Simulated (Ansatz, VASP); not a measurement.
## BaCd3Se4: VASP beside Ansatz

```xyz
8
Lattice="5.7167 0.0000 0.0000 -2.8583 4.9508 0.0000 0.0000 0.0000 8.3693" Properties=species:S:1:pos:R:3 pbc="T T T"
Ba    0.0000    0.0000    0.0000
Cd    0.0000    3.3005    4.1846
Cd    2.8583    1.6503    4.1846
Cd    0.0000    0.0000    4.1846
Se    0.0000    3.3005    6.6824
Se    0.0000    3.3005    1.6869
Se    2.8583    1.6503    1.6869
Se    2.8583    1.6503    6.6824
```

Alike in both runs: functional PBE; k mesh 3 × 3 × 2; occupations gaussian, width 0.15 eV; no spin polarisation.

Ansatz relaxed the structure, and its values are those at the end. VASP's run is a single point on that final structure, the one shown.

```csv
,VASP,Ansatz
version,VASP 6.6.1,Ansatz 0.2.0
potentials or method,"VASP PAW PBE potentials, release 64 (Ba_sv, Cd, Se), cutoff 520 eV","scalar-relativistic, plane waves, PAW"
valence electrons in the cell,70,134
```

```tsv
	VASP	Ansatz	Ansatz less VASP
gap on the k mesh at the Fermi level (eV)	none	none	-
pressure (GPa)	0.3	0.0	-0.28
rms of the force components (eV/Å)	0.047	0.022	-0.0248
```

A gap of «none» marks a metal or a gap that the smearing closes. VASP's potentials hold 70 valence electrons a cell and Ansatz's 134, so a difference there can come from the potentials and not from the codes.

The k mesh is coarse, so the values compare programs but aren't converged. Spin-orbit coupling is off throughout.
